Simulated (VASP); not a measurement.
# AgCl (Fm-3m) in VASP: notebook

The runs below take AgCl through single point, with PBEsol.

Everything below comes from runs of VASP 6.6.1. Logs are shortened: lines on timing, memory, paths and dates and some standing lists are left out, and cuts for length are marked.

## Step 1: The cell of the first run

Symmetry: Fm-3m, No. 225, cubic system. The conventional cell has a = 4.614 Å, b = 4.614 Å, c = 4.614 Å, α = 90.00°, β = 90.00°, γ = 90.00°. Ag (site symmetry m-3m) has 6 Cl at 2.31 Å within 3.0 Å. Cl (site symmetry m-3m) has 6 Ag at 2.31 Å within 3.0 Å.

## Step 2: Single point, PBEsol

The input, INCAR:

```
SYSTEM = AgCl
ALGO     = Normal         ! electronic algorithm
EDIFF    = 1E-6           ! SCF threshold, eV
ENCUT    = 520            ! plane-wave cutoff, eV
GGA      = PS             ! functional
ISIF     = 2              ! what is computed and relaxed
ISMEAR   = -1             ! smearing method
LASPH    = .TRUE.         ! aspherical terms in the spheres
LCHARG   = .TRUE.         ! write CHGCAR
LELF     = .TRUE.         ! ELF
LREAL    = .FALSE.        ! projectors in reciprocal space
LVHAR    = .TRUE.       
LWAVE    = .FALSE.        ! write WAVECAR
NBANDS   = 16             ! bands
NELM     = 100            ! most SCF steps
PREC     = Accurate       ! precision mode
SIGMA    = 0.03           ! smearing width, eV
```

The input, KPOINTS:

```
k-points
0
G
  9 9 9
  0 0 0
```

The input, POSCAR:

```
AgCl
1.0
    0.0000000000      2.3067883396      2.3067883396
    2.3067883396      0.0000000000      2.3067883396
    2.3067883396      2.3067883396      0.0000000000
Ag Cl
1 1
Direct
    0.0000000000      0.0000000000      0.0000000000
    0.5000000000      0.5000000000      0.5000000000
```

Potentials or basis: VASP PAW PBE potentials, release 64 (Ag, Cl).

On the command line:

```sh
> cat potpaw_PBE.64/Ag/POTCAR potpaw_PBE.64/Cl/POTCAR > POTCAR
> mpirun -np 1 vasp_std > vasp.out
```

OUTCAR:

```text
SYSTEM = AgCl
   EDIFF = 1E-6
   ENCUT = 520
   GGA = PS
   ISIF = 2
   ISMEAR = -1
   LASPH = .TRUE.
   LREAL = .FALSE.
   NELM = 100
   PREC = Accurate

 ion  position               nearest neighbor table
   1  0.000  0.000  0.000-   2 2.31   2 2.31   2 2.31   2 2.31   2 2.31   2 2.31
   2  0.500  0.500  0.500-   1 2.31   1 2.31   1 2.31   1 2.31   1 2.31   1 2.31

  LATTYP: Found a face centered cubic cell.
 ALAT       =     4.6135766792

  Lattice vectors:

 A1 = (   0.0000000000,   2.3067883396,   2.3067883396)
 A2 = (   2.3067883396,   0.0000000000,   2.3067883396)
 A3 = (   2.3067883396,   2.3067883396,   0.0000000000)

Analysis of symmetry for initial positions (statically):
=====================================================================
 Subroutine PRICEL returns:
 Original cell was already a primitive cell.

 Routine SETGRP: Setting up the symmetry group for a
 face centered cubic supercell.

 Subroutine GETGRP returns: Found 48 space group operations
 (whereof 48 operations were pure point group operations)
 out of a pool of 48 trial point group operations.

The static configuration has the point symmetry O_h .

Analysis of symmetry for dynamics (positions and initial velocities):
=====================================================================
 Subroutine PRICEL returns:
 Original cell was already a primitive cell.

 Routine SETGRP: Setting up the symmetry group for a
 face centered cubic supercell.

 Subroutine GETGRP returns: Found 48 space group operations
 (whereof 48 operations were pure point group operations)
 out of a pool of 48 trial point group operations.

The dynamic configuration has the point symmetry O_h .

 Subroutine INISYM returns: Found 48 space group operations
 (whereof 48 operations are pure point group operations),
 and found     1 'primitive' translations

----------------------------------------------------------------------------------------

                                     Primitive cell

  volume of cell :      24.5501

  direct lattice vectors                    reciprocal lattice vectors
     0.000000000  2.306788340  2.306788340    -0.216751572  0.216751572  0.216751572
     2.306788340  0.000000000  2.306788340     0.216751572 -0.216751572  0.216751572
     2.306788340  2.306788340  0.000000000     0.216751572  0.216751572 -0.216751572

  length of vectors
     3.262291355  3.262291355  3.262291355     0.375424736  0.375424736  0.375424736

  position of ions in fractional coordinates (direct lattice)
     0.000000000  0.000000000  0.000000000
     0.500000000  0.500000000  0.500000000

  ion indices of the primitive-cell ions
   primitive index   ion index
                 1           1
                 2           2

----------------------------------------------------------------------------------------

 KPOINTS: k-points

Automatic generation of k-mesh.
 Grid dimensions read from file:
 generate k-points for:    9    9    9

 Generating k-lattice:

  Cartesian coordinates                     Fractional coordinates (reciprocal lattice)
    -0.024083508  0.024083508  0.024083508     0.111111111  0.000000000  0.000000000
     0.024083508 -0.024083508  0.024083508     0.000000000  0.111111111  0.000000000
     0.024083508  0.024083508 -0.024083508     0.000000000  0.000000000  0.111111111

  Length of vectors
     0.041713860  0.041713860  0.041713860

  Shift w.r.t. Gamma in fractional coordinates (k-lattice)
     0.000000000  0.000000000  0.000000000

 Subroutine IBZKPT returns following result:
 ===========================================

 Found     35 irreducible k-points:

 Following reciprocal coordinates:
            Coordinates               Weight
  0.000000  0.000000  0.000000      1.000000
  0.111111  0.000000  0.000000      8.000000
  0.222222  0.000000  0.000000      8.000000
  0.333333  0.000000  0.000000      8.000000
  0.444444  0.000000  0.000000      8.000000
  0.111111  0.111111  0.000000      6.000000
[... 16 lines left out ...]
 -0.333333  0.333333  0.000000     12.000000
  0.444444  0.444444  0.000000      6.000000
 [... further k-points ...]
   k-points           NKPTS =     35   k-points in BZ     NKDIM =     35   number of bands    NBANDS=     16
   number of dos      NEDOS =    301   number of ions     NIONS =      2
   total plane-waves  NPLWV =  13824
   dimension x,y,z NGX =    24 NGY =   24 NGZ =   24
   dimension x,y,z NGXF=    48 NGYF=   48 NGZF=   48
   ions per type =               1   1
   NGX,Y,Z   is equivalent  to a cutoff of  12.23, 12.23, 12.23 a.u.
   NGXF,Y,Z  is equivalent  to a cutoff of  24.46, 24.46, 24.46 a.u.
 SYSTEM =  AgCl
   PREC   = accura    normal or accurate (medium, high low for compatibility)
   ISTART =      0    job   : 0-new  1-cont  2-samecut
   ICHARG =      2    charge: 1-file 2-atom 10-const
   ISPIN  =      1    spin polarized calculation?
   LNONCOLLINEAR =      F non collinear calculations
   LSORBIT =      F    spin-orbit coupling
   LASPH  =      T    aspherical Exc in radial PAW
   ENCUT  =  520.0 eV  38.22 Ry    6.18 a.u.   6.07  6.07  6.07*2*pi/ulx,y,z
   NELM   =    100;   NELMIN=  2; NELMDL= -5     # of ELM steps
   EDIFF  = 0.1E-05   stopping-criterion for ELM
   LREAL  =      F    real-space projection
   EDIFFG = 0.1E-04   stopping-criterion for IOM
   NSW    =      0    number of steps for IOM
   IBRION =     -1    ionic relax: 0-MD 1-quasi-New 2-CG
   NFREE  =      0    steps in history (QN), initial steepest desc. (CG)
   ISIF   =      2    stress and relaxation
   ISYM   =      2    0-nonsym 1-usesym 2-fastsym
   POTIM  = 0.5000    time-step for ionic-motion
   TEBEG  =    0.0;   TEEND  =   0.0 temperature during run
   PSTRESS=    0.0 pullay stress
   NELECT =      18.0000    total number of electrons
   NUPDOWN=      -1.0000    fix difference up-down
   EMIN   =  10.00;   EMAX   =-10.00  energy-range for DOS
   EFERMI =   0.00;   METHOD = LEGACY
   ISMEAR =    -1;   SIGMA  =   0.03  broadening in eV -4-tet -1-fermi 0-gaus
   EFERMI_NEDOS =   21; number of points for ismear=-14 and -15
   IALGO  =     38    algorithm
   IMIX   =      4    mixing-type and parameters
     AMIX     =   0.40;   BMIX     =  1.00
     AMIX_MAG =   1.60;   BMIX_MAG =  1.00
  volume/ion in A,a.u.               =      12.28        82.84
  Fermi-wavevector in a.u.,A,eV,Ry     =   1.476209  2.789631 29.649731  2.179194
  Thomas-Fermi vector in A             =   2.590764
   LORBIT       =      0    0 simple, 1 ext, 2 COOP (PROOUT), +10 PAW based schemes
   GGA     = PS    functional components
   LHFCALC =     F    Hartree Fock is set to
   AEXX    =    0.0000 exact exchange contribution
   IVDW    =     0    specifies the selected vdW correction
   LEPSILON=     F    determine dielectric tensor
   LRPA    =     F    only Hartree local field effects (RPA)
 non-spin polarized calculation
  energy-cutoff  :      520.00
  volume of cell :       24.55
 maximum number of plane-waves:       680
   NGX = 13   NGY = 13   NGZ = 13

 number of electron      18.0000007 magnetization

 Free energy of the ion-electron system (eV)
  ---------------------------------------------------
  ext. energy  EPLUGINS =         0.00000000
  ---------------------------------------------------
  free energy    TOTEN  =        -2.97749659 eV

  energy without entropy =       -2.97749659  energy(sigma->0) =       -2.97749659

 E-fermi :  13.7466     XC(G=0): -13.3231

 val. band max:       13.1705191113   @ k =   0.4444   0.0000   0.0000
 cond. band min:      14.2823449484   @ k =   0.4444   0.4444   0.0000
 fundamental gap:      1.1118258371
 Fermi energy:        13.7465818482

 k-point     1 :       0.0000    0.0000    0.0000
  band No.  band energies     occupation
      1      -7.2920      2.00000
      2       6.7973      2.00000
      3       6.7973      2.00000
      4       6.7973      2.00000
      5       6.9301      2.00000
      6       6.9301      2.00000
[... 8 lines left out ...]
     15      28.6417      0.00000
     16      28.6417      0.00000

 k-point     2 :       0.1111    0.0000    0.0000
  band No.  band energies     occupation
      1      -7.1225      2.00000
      2       6.0208      2.00000
      3       6.0208      2.00000
      4       6.0645      2.00000
      5       6.9485      2.00000
      6       6.9485      2.00000
[... 8 lines left out ...]
     15      26.8037      0.00000
     16      26.8037      0.00000

 k-point     3 :       0.2222    0.0000    0.0000
  band No.  band energies     occupation
      1      -6.6524      2.00000
      2       4.4665      2.00000
      3       4.9902      2.00000
      4       4.9902      2.00000
      5       7.3064      2.00000
      6       7.3064      2.00000
[... 8 lines left out ...]
     15      25.7516      0.00000
     16      26.6506      0.00000

 k-point     4 :       0.3333    0.0000    0.0000
  band No.  band energies     occupation
      1      -6.0185      2.00000
      2       2.8737      2.00000
      3       4.2571      2.00000
      4       4.2571      2.00000
      5       7.7579      2.00000
      6       7.7579      2.00000
[... 8 lines left out ...]
     15      25.8190      0.00000
     16      27.6974      0.00000
[... 324 lines left out ...]
 k-point    22 :      -0.4444    0.3333    0.0000
  band No.  band energies     occupation
      1      -5.5744      2.00000
      2       3.4015      2.00000
      3       4.0437      2.00000
      4       4.8384      2.00000
      5       7.2326      2.00000
      6       8.3342      2.00000
[... 8 lines left out ...]
     15      27.5558      0.00000
     16      30.7775      0.00000

 k-point    23 :      -0.3333    0.3333    0.0000
  band No.  band energies     occupation
      1      -5.4776      2.00000
      2       3.0024      2.00000
      3       3.8710      2.00000
      4       4.2959      2.00000
      5       7.8207      2.00000
      6       8.1403      2.00000
[... 8 lines left out ...]
     15      27.5852      0.00000
     16      32.9316      0.00000

 k-point    24 :       0.4444    0.4444    0.0000
  band No.  band energies     occupation
      1      -5.7631      2.00000
      2       3.4049      2.00000
      3       5.6433      2.00000
      4       6.3208      2.00000
      5       6.3208      2.00000
      6       7.5334      2.00000
[... 8 lines left out ...]
     15      29.8347      0.00000
     16      29.8347      0.00000

 [... further k-points ...]

------------------------ aborting loop because EDIFF is reached ----------------------------------------

  FORCE on cell =-STRESS in cart. coord.  units (eV):
  Direction    XX          YY          ZZ          XY          YZ          ZX
  --------------------------------------------------------------------------------------
  -------------------------------------------------------------------------------------
  Total       15.7794593     15.7794593     15.7794593     -0.0000000      0.0000000     -0.0000000
  in kB     1029.7918764   1029.7918764   1029.7918764     -0.0000000      0.0000000     -0.0000000
  external PRESSURE =    1029.7918764 kB  Pullay stress =       0.0000000 kB

 VOLUME and BASIS-vectors are now :
 -----------------------------------------------------------------------------
  energy-cutoff  :      520.00
  volume of cell :       24.55
      direct lattice vectors                 reciprocal lattice vectors
     0.000000000  2.306788340  2.306788340    -0.216751572  0.216751572  0.216751572
     2.306788340  0.000000000  2.306788340     0.216751572 -0.216751572  0.216751572
     2.306788340  2.306788340  0.000000000     0.216751572  0.216751572 -0.216751572

 POSITION                                       TOTAL-FORCE (eV/Angst)
 -----------------------------------------------------------------------------------
      0.00000      0.00000      0.00000         0.000000      0.000000     -0.000000
      2.30679      2.30679      2.30679        -0.000000     -0.000000      0.000000
 -----------------------------------------------------------------------------------
    total drift:                                0.000000     -0.000000     -0.000000

  FREE ENERGIE OF THE ION-ELECTRON SYSTEM (eV)
  ---------------------------------------------------
  free  energy   TOTEN  =        -2.9774965912 eV

  energy  without entropy=       -2.9774965909  energy(sigma->0) =       -2.97749659
```

Run time: 9.9 s. Hardware: 1 thread of Intel Xeon Platinum 8259CL at 2.50GHz (Skylake/Cascade Lake), shared host; peak memory 0.14 GiB.

The run converged, but its numbers aren't listed here, since they failed a check.

Caveat: the cell stands under pressure; the PAW data sets were made with another functional, which shifts forces and pressure a little; an odd mesh through Γ misses points on the zone boundary, where band edges can lie.

## Step 3: Single point, PBEsol (12.28 Å³/atom)

The input, INCAR:

```
  PREC = Accurate
  ENCUT = 520
  EDIFF = 1E-6
  ISMEAR = -1
  SIGMA = 0.03
  LREAL = F
  LASPH = T
  NELM = 80
  ALGO = Normal
  ISIF = 2
  LWAVE = F
  LCHARG = T
  GGA = PS
  LELF = T
  LVHAR = T
  NBANDS = 16
```

The input, KPOINTS:

```
regular mesh
0
Gamma
  9 9 9
```

POSCAR is that of step 2.

Potentials or basis: VASP PAW PBE potentials, release 64 (Ag, Cl).

On the command line:

```sh
> cat potpaw_PBE.64/Ag/POTCAR potpaw_PBE.64/Cl/POTCAR > POTCAR
> mpirun -np 1 vasp_std > vasp.out
```

It took 11 s on 1 thread of Intel Xeon Platinum 8259CL at 2.50GHz (Skylake/Cascade Lake), shared host; peak memory 0.14 GiB.

The run converged, but its numbers aren't listed here, since they failed a check.

Caveat: the cell stands under pressure; the PAW data sets were made with another functional, which shifts forces and pressure a little; an odd mesh through Γ misses points on the zone boundary, where band edges can lie.

## Step 4: Single point, PBEsol

This run uses another cell than the first one, of 14.32 Å³/atom.

The input, INCAR:

```
SYSTEM = AgCl
ALGO = Normal
EDIFF = 1E-6
ENCUT = 520
GGA = PS
ISIF = 2
ISMEAR = -1
LASPH = .True.
LCHARG = .False.
LREAL = .False.
LWAVE = .False.
NBANDS = 16
NELM = 60
PREC = Accurate
SIGMA = 0.03
```

The input, KPOINTS:

```
k-points
0
Gamma
  9 9 9
  0 0 0
```

The input, POSCAR:

```
AgCl
1.0
    0.0000000000      2.4284174448      2.4284174448
    2.4284174448      0.0000000000      2.4284174448
    2.4284174448      2.4284174448      0.0000000000
Ag Cl
1 1
Direct
    0.0000000000      0.0000000000      0.0000000000
    0.5000000000      0.5000000000      0.5000000000
```

On the command line:

```sh
> cat potpaw_PBE.64/Ag/POTCAR potpaw_PBE.64/Cl/POTCAR > POTCAR
> mpirun -np 1 vasp_std > vasp.out
```

It took 24 s on 1 thread of Intel Xeon Platinum 8259CL at 2.50GHz (Skylake/Cascade Lake), shared host; peak memory 0.16 GiB.

Results (log left out):

```
Free energy            : -4.8223 eV
Pressure               : 47.9 GPa
Band gap on the k mesh : 1.20 eV (least direct gap 2.74 eV)
```

Levels at points of the mesh, in eV from the valence-band top:
| k point | band 6 | band 7 | band 8 | band 9 | band 10 | band 11 | band 12 | band 13 |
| --- | --- | --- | --- | --- | --- | --- | --- | --- |
| (0.00, 0.00, 0.00) | -4.78 | -4.17 | -4.17 | -4.17 | 1.20 | 10.62 | 10.62 | 10.62 |

Caveat: the cell stands under pressure; the PAW data sets were made with another functional, which shifts forces and pressure a little; an odd mesh through Γ misses points on the zone boundary, where band edges can lie.

(Part 1 of 2 ends here.)
